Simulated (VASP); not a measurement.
# InGa2P3 (P1) in VASP: single point with PBE

Aim: the single point of InGa2P3 with PBE.

Everything below comes from runs of VASP 6.6.1. Logs are shortened: lines on timing, memory, paths and dates and some standing lists are left out, and cuts for length are marked.

### Step 1. The cell of the first run

The typed cell holds 12 atoms: a = 4.001 Å, b = 4.000 Å, c = 19.646 Å, α = 90.06°, β = 89.97°, γ = 120.04°.

### Step 2. Single point, PBE

File INCAR:

```
SYSTEM = InGa2P3
ALGO     = Normal         ! electronic algorithm
EDIFF    = 1E-6           ! SCF threshold, eV
ENCUT    = 520            ! plane-wave cutoff, eV
GGA      = PE             ! functional
ISIF     = 2              ! what is computed and relaxed
ISMEAR   = 0              ! smearing method
LASPH    = .TRUE.         ! aspherical terms in the spheres
LCHARG   = .FALSE.        ! write CHGCAR
LREAL    = .FALSE.        ! projectors in reciprocal space
LWAVE    = .FALSE.        ! write WAVECAR
NBANDS   = 66             ! bands
NELM     = 60             ! most SCF steps
PREC     = Accurate       ! precision mode
SIGMA    = 0.1            ! smearing width, eV
```

File KPOINTS:

```
k-points
0
G
  6 6 1
  0 0 0
```

File POSCAR:

```
InGa2P3
1.0
    4.0010144568     -0.0010246501      0.0009742868
   -2.0014288028      3.4629351206     -0.0020955048
    0.0053046432     -0.0087715352     19.6460649799
In Ga P
2 4 6
Direct
    0.3333407176      0.6665362320      0.3326121140
    0.3332082585      0.6668203685      0.8326295599
    0.0008800808      0.0005275625      0.0032800361
   -0.0012224186     -0.0008145850      0.5032811551
    0.6674889621      0.3337431937      0.1631310451
    0.6662146858      0.3332003119      0.6631547256
   -0.0000400119     -0.0001822660      0.3824907559
   -0.0000147527      0.0001801589      0.8824998060
    0.3341194067      0.6670252586      0.2017643110
    0.3329481855      0.6665814032      0.7017881138
    0.6675741278      0.3338382996      0.0416769274
    0.6655027585      0.3325440619      0.5416914501
```

Potentials or basis: VASP PAW PBE potentials, release 64 (In_d, Ga_d, P).

Started as:

```
$ cat potpaw_PBE.64/In_d/POTCAR potpaw_PBE.64/Ga_d/POTCAR potpaw_PBE.64/P/POTCAR > POTCAR
$ mpirun -np 1 vasp_std > vasp.out
```

OUTCAR:

```text
SYSTEM = InGa2P3
   EDIFF = 1E-6
   ENCUT = 520
   GGA = PE
   ISIF = 2
   ISMEAR = 0
   LASPH = .TRUE.
   LREAL = .FALSE.
   NELM = 60
   PREC = Accurate

 ion  position               nearest neighbor table
   1  0.333  0.667  0.333-   7 2.51   7 2.51   7 2.51   9 2.57
   2  0.333  0.667  0.833-   8 2.51   8 2.51   8 2.51  10 2.57
   3  0.001  0.001  0.003-   8 2.37  11 2.43  11 2.43  11 2.43
   4  0.999  0.999  0.503-   7 2.37  12 2.43  12 2.43  12 2.43
   5  0.667  0.334  0.163-  11 2.39   9 2.43   9 2.43   9 2.43
   6  0.666  0.333  0.663-  12 2.39  10 2.43  10 2.43  10 2.43
   7  1.000  1.000  0.382-   4 2.37   1 2.51   1 2.51   1 2.51
   8  1.000  0.000  0.882-   3 2.37   2 2.51   2 2.51   2 2.51
   9  0.334  0.667  0.202-   5 2.43   5 2.43   5 2.43   1 2.57
  10  0.333  0.667  0.702-   6 2.43   6 2.43   6 2.43   2 2.57
  11  0.668  0.334  0.042-   5 2.39   3 2.43   3 2.43   3 2.43
  12  0.666  0.333  0.542-   6 2.39   4 2.43   4 2.43   4 2.43

  LATTYP: Found a triclinic cell.
 ALAT       =     3.9978954652
 B/A-ratio  =     1.0007802209
 C/A-ratio  =     6.0098571389
 COS(alpha) =     0.0001188742
 COS(beta)  =     0.4986358220
 COS(gamma) =     0.4999377014

  Lattice vectors:

 A1 = (  -1.9995856540,  -3.4619104705,   0.0011212180)
 A2 = (  -4.0010144568,   0.0010246501,  -0.0009742868)
 A3 = (  -0.0016183456, -13.8409196470, -19.6396315343)

Analysis of symmetry for initial positions (statically):
=====================================================================
 Subroutine PRICEL returns:
 Original cell was already a primitive cell.

 Routine SETGRP: Setting up the symmetry group for a
 triclinic supercell.

 Subroutine GETGRP returns: Found  1 space group operations
 (whereof  1 operations were pure point group operations)
 out of a pool of  2 trial point group operations.

The static configuration has the point symmetry C_1 .

Analysis of symmetry for dynamics (positions and initial velocities):
=====================================================================
 Subroutine PRICEL returns:
 Original cell was already a primitive cell.

 Routine SETGRP: Setting up the symmetry group for a
 triclinic supercell.

 Subroutine GETGRP returns: Found  1 space group operations
 (whereof  1 operations were pure point group operations)
 out of a pool of  2 trial point group operations.

The dynamic configuration has the point symmetry C_1 .

 Subroutine INISYM returns: Found  1 space group operations
 (whereof  1 operations are pure point group operations),
 and found     1 'primitive' translations

----------------------------------------------------------------------------------------

                                     Primitive cell

  volume of cell :     272.1608

  direct lattice vectors                    reciprocal lattice vectors
     4.001014457 -0.001024650  0.000974287     0.249973613  0.144474085 -0.000002991
    -2.001428803  3.462935121 -0.002095505     0.000073933  0.288815184  0.000128930
     0.005304643 -0.008771535 19.646064980    -0.000012389  0.000023641  0.050900792

  length of vectors
     4.001014707  3.999705151 19.646067654     0.288720571  0.288815222  0.050900799

  position of ions in fractional coordinates (direct lattice)
     0.333340718  0.666536232  0.332612114
     0.333208259  0.666820368  0.832629560
     0.000880081  0.000527562  0.003280036
     0.998777581  0.999185415  0.503281155
     0.667488962  0.333743194  0.163131045
     0.666214686  0.333200312  0.663154726
     0.999959988  0.999817734  0.382490756
     0.999985247  0.000180159  0.882499806
     0.334119407  0.667025259  0.201764311
     0.332948186  0.666581403  0.701788114
     0.667574128  0.333838300  0.041676927
     0.665502758  0.332544062  0.541691450

  ion indices of the primitive-cell ions
   primitive index   ion index
                 1           1
                 2           2
                 3           3
                 4           4
                 5           5
                 6           6
                 7           7
                 8           8
                 9           9
                10          10
                11          11
                12          12

----------------------------------------------------------------------------------------

 KPOINTS: k-points

Automatic generation of k-mesh.
 Grid dimensions read from file:
 generate k-points for:    6    6    1

 Generating k-lattice:

  Cartesian coordinates                     Fractional coordinates (reciprocal lattice)
     0.041662269  0.024079014 -0.000000498     0.166666667 -0.000000000 -0.000000000
     0.000012322  0.048135864  0.000021488    -0.000000000  0.166666667  0.000000000
    -0.000012389  0.000023641  0.050900792     0.000000000  0.000000000  1.000000000

  Length of vectors
     0.048120095  0.048135870  0.050900799

  Shift w.r.t. Gamma in fractional coordinates (k-lattice)
     0.000000000  0.000000000  0.000000000

 Subroutine IBZKPT returns following result:
 ===========================================

 Found     20 irreducible k-points:

 Following reciprocal coordinates:
            Coordinates               Weight
  0.000000  0.000000  0.000000      1.000000
  0.166667  0.000000  0.000000      2.000000
  0.333333  0.000000  0.000000      2.000000
  0.500000  0.000000  0.000000      1.000000
  0.000000  0.166667 -0.000000      2.000000
  0.166667  0.166667  0.000000      2.000000
[... 12 lines left out ...]
  0.333333  0.500000 -0.000000      2.000000
  0.500000  0.500000  0.000000      1.000000
   k-points           NKPTS =     20   k-points in BZ     NKDIM =     20   number of bands    NBANDS=     66
   number of dos      NEDOS =    301   number of ions     NIONS =     12
   total plane-waves  NPLWV = 135000
   dimension x,y,z NGX =    30 NGY =   30 NGZ =  150
   dimension x,y,z NGXF=    60 NGYF=   60 NGZF=  300
   ions per type =               2   4   6
   NGX,Y,Z   is equivalent  to a cutoff of  12.47, 12.47, 12.69 a.u.
   NGXF,Y,Z  is equivalent  to a cutoff of  24.93, 24.94, 25.39 a.u.
 SYSTEM =  InGa2P3
   PREC   = accura    normal or accurate (medium, high low for compatibility)
   ISTART =      0    job   : 0-new  1-cont  2-samecut
   ICHARG =      2    charge: 1-file 2-atom 10-const
   ISPIN  =      1    spin polarized calculation?
   LNONCOLLINEAR =      F non collinear calculations
   LSORBIT =      F    spin-orbit coupling
   LASPH  =      T    aspherical Exc in radial PAW
   ENCUT  =  520.0 eV  38.22 Ry    6.18 a.u.   7.44  7.44 36.53*2*pi/ulx,y,z
   NELM   =     60;   NELMIN=  2; NELMDL= -5     # of ELM steps
   EDIFF  = 0.1E-05   stopping-criterion for ELM
   LREAL  =      F    real-space projection
   EDIFFG = 0.1E-04   stopping-criterion for IOM
   NSW    =      0    number of steps for IOM
   IBRION =     -1    ionic relax: 0-MD 1-quasi-New 2-CG
   NFREE  =      0    steps in history (QN), initial steepest desc. (CG)
   ISIF   =      2    stress and relaxation
   ISYM   =      2    0-nonsym 1-usesym 2-fastsym
   POTIM  = 0.5000    time-step for ionic-motion
   TEBEG  =    0.0;   TEEND  =   0.0 temperature during run
   PSTRESS=    0.0 pullay stress
   NELECT =     108.0000    total number of electrons
   NUPDOWN=      -1.0000    fix difference up-down
   EMIN   =  10.00;   EMAX   =-10.00  energy-range for DOS
   EFERMI =   0.00;   METHOD = LEGACY
   ISMEAR =     0;   SIGMA  =   0.10  broadening in eV -4-tet -1-fermi 0-gaus
   EFERMI_NEDOS =   21; number of points for ismear=-14 and -15
   IALGO  =     38    algorithm
   IMIX   =      4    mixing-type and parameters
     AMIX     =   0.40;   BMIX     =  1.00
     AMIX_MAG =   1.60;   BMIX_MAG =  1.00
  volume/ion in A,a.u.               =      22.68       153.05
  Fermi-wavevector in a.u.,A,eV,Ry     =   1.203024  2.273385 19.691251  1.447266
  Thomas-Fermi vector in A             =   2.338789
   LORBIT       =      0    0 simple, 1 ext, 2 COOP (PROOUT), +10 PAW based schemes
   GGA     = PE    functional components
   LHFCALC =     F    Hartree Fock is set to
   AEXX    =    0.0000 exact exchange contribution
   IVDW    =     0    specifies the selected vdW correction
   LEPSILON=     F    determine dielectric tensor
   LRPA    =     F    only Hartree local field effects (RPA)
 non-spin polarized calculation
 Gauss-broadening in eV      SIGMA  =   0.10
  energy-cutoff  :      520.00
  volume of cell :      272.16
 maximum number of plane-waves:      7363
 NGX is ok and might be reduce to    30
   NGX = 15   NGY = 15   NGZ = 73

 number of electron     107.9999916 magnetization

 Free energy of the ion-electron system (eV)
  ---------------------------------------------------
  ext. energy  EPLUGINS =         0.00000000
  ---------------------------------------------------
  free energy    TOTEN  =       -52.88999994 eV

  energy without entropy =      -52.88999994  energy(sigma->0) =      -52.88999994

 E-fermi :   5.0359     XC(G=0):  -9.4707

 val. band max:        4.6431248860   @ k =   0.0000   0.0000   0.0000
 cond. band min:       5.4223023446   @ k =   0.0000   0.0000   0.0000
 fundamental gap:      0.7791774586
 Fermi energy:         5.0358600989

 k-point     1 :       0.0000    0.0000    0.0000
  band No.  band energies     occupation
      1     -10.1138      2.00000
      2     -10.1128      2.00000
      3     -10.0797      2.00000
      4     -10.0787      2.00000
      5     -10.0495      2.00000
      6     -10.0493      2.00000
[... 58 lines left out ...]
     65       8.6891      0.00000
     66       8.6963      0.00000

 k-point     2 :       0.1667    0.0000    0.0000
  band No.  band energies     occupation
      1     -10.1157      2.00000
      2     -10.1153      2.00000
      3     -10.0819      2.00000
      4     -10.0817      2.00000
      5     -10.0582      2.00000
      6     -10.0579      2.00000
[... 1300 lines left out ...]
     65       9.1966      0.00000
     66       9.2448      0.00000

------------------------ aborting loop because EDIFF is reached ----------------------------------------

  FORCE on cell =-STRESS in cart. coord.  units (eV):
  Direction    XX          YY          ZZ          XY          YZ          ZX
  --------------------------------------------------------------------------------------
  -------------------------------------------------------------------------------------
  Total       -0.0135093      0.0658226      0.0013879      0.0286131      0.0426606     -0.0247346
  in kB       -0.0795278      0.3874896      0.0081704      0.1684416      0.2511374     -0.1456094
  external PRESSURE =       0.1053774 kB  Pullay stress =       0.0000000 kB

 VOLUME and BASIS-vectors are now :
 -----------------------------------------------------------------------------
  energy-cutoff  :      520.00
  volume of cell :      272.16
      direct lattice vectors                 reciprocal lattice vectors
     4.001014457 -0.001024650  0.000974287     0.249973613  0.144474085 -0.000002991
    -2.001428803  3.462935121 -0.002095505     0.000073933  0.288815184  0.000128930
     0.005304643 -0.008771535 19.646064980    -0.000012389  0.000023641  0.050900792

 POSITION                                       TOTAL-FORCE (eV/Angst)
 -----------------------------------------------------------------------------------
      0.00144      2.30491      6.53345        -0.000339      0.000118     -0.003408
      0.00299      2.30151     16.35682         0.001017      0.000555     -0.003728
      0.00248      0.00180      0.06444        -0.000532     -0.000580     -0.002516
      1.99899      3.45468      9.88637         0.001854      0.001106     -0.002359
      2.00354      1.15362      3.20483        -0.000045     -0.000370     -0.002140
      2.00218      1.14735     13.02833        -0.000378     -0.000161     -0.003479
      2.00182      3.45792      7.51332        -0.000467     -0.000519      0.004519
      4.00528     -0.00814     17.33862         0.000423     -0.000754      0.003924
      0.00288      2.30775      3.96280        -0.001551      0.000131     -0.000054
      0.00174      2.30183     13.78630        -0.000183     -0.000390     -0.001016
      2.00304      1.15501      0.81874        -0.001329     -0.000811      0.005303
      2.00000      1.14615     10.64206         0.001531      0.001675      0.004954
 -----------------------------------------------------------------------------------
    total drift:                                0.000014      0.000044     -0.001146

  FREE ENERGIE OF THE ION-ELECTRON SYSTEM (eV)
  ---------------------------------------------------
  free  energy   TOTEN  =       -52.8899999414 eV

  energy  without entropy=      -52.8899999403  energy(sigma->0) =      -52.88999994
```

It took 8.3 min on 1 thread of Intel Xeon Platinum 8488C (Sapphire Rapids), shared host; peak memory 0.52 GiB.

What came out:

```
Free energy            : -52.8900 eV
Pressure               : 0.0 GPa
Largest force          : 0.006 eV/Å
Band gap on the k mesh : 0.78 eV
```

Forces in eV/Å, atoms in the order of the input:
```
In   0.000  0.000 -0.003
In   0.001  0.001 -0.004
Ga  -0.001 -0.001 -0.003
Ga   0.002  0.001 -0.002
Ga   0.000  0.000 -0.002
Ga   0.000  0.000 -0.003
P    0.000 -0.001  0.005
P    0.000 -0.001  0.004
P   -0.002  0.000  0.000
P    0.000  0.000 -0.001
P   -0.001 -0.001  0.005
P    0.002  0.002  0.005
```

Levels at points of the mesh, in eV from the valence-band top:
| k point | band 51 | band 52 | band 53 | band 54 | band 55 | band 56 | band 57 | band 58 |
| --- | --- | --- | --- | --- | --- | --- | --- | --- |
| (0.00, 0.00, 0.00) | -0.16 | -0.15 | -0.01 | 0.00 | 0.78 | 1.08 | 1.10 | 1.52 |
| (0.50, 0.00, 0.00) | -1.75 | -1.34 | -1.19 | -1.05 | 1.28 | 1.55 | 1.71 | 1.75 |
| (0.00, 0.50, 0.00) | -1.75 | -1.34 | -1.18 | -1.05 | 1.28 | 1.55 | 1.71 | 1.74 |
| (0.50, 0.50, 0.00) | -1.74 | -1.33 | -1.19 | -1.05 | 1.28 | 1.56 | 1.72 | 1.75 |

Caveat: spin-orbit coupling is left out, which moves the levels of the heavy elements. A k mesh can miss the band edges.
